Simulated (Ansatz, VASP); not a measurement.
One calculation of Sr, two programs

```
CELL_PARAMETERS angstrom
-2.55999 2.55999 2.17599
2.55999 -2.55999 2.17599
2.55999 2.55999 -2.17599
ATOMIC_POSITIONS crystal
Sr 0.00000 0.00000 0.00000
```

Alike in both runs: task single point; functional PBEsol; k mesh 16 × 16 × 16; occupations gaussian, width 0.15 eV; no spin polarisation.

|  | VASP | Ansatz |
| --- | --- | --- |
| version | VASP 6.6.1 | Ansatz 0.2.0 |
| potentials or method | VASP PAW PBE potentials, release 64 (Sr_sv), cutoff 520 eV | scalar-relativistic, plane waves, PAW |
| valence electrons in the cell | 10 | 10 |

```tsv
	VASP	Ansatz	Ansatz less VASP
gap on the k mesh at the Fermi level (eV)	none	none	-
pressure (GPa)	-1.0	-1.0	-0.01
traceless stress, the component that is largest in VASP (GPa)	0.63	0.63	-0.005
```

VASP's potentials were made for PBE, not for PBEsol. A gap of «none» marks a metal or a gap that the smearing closes.
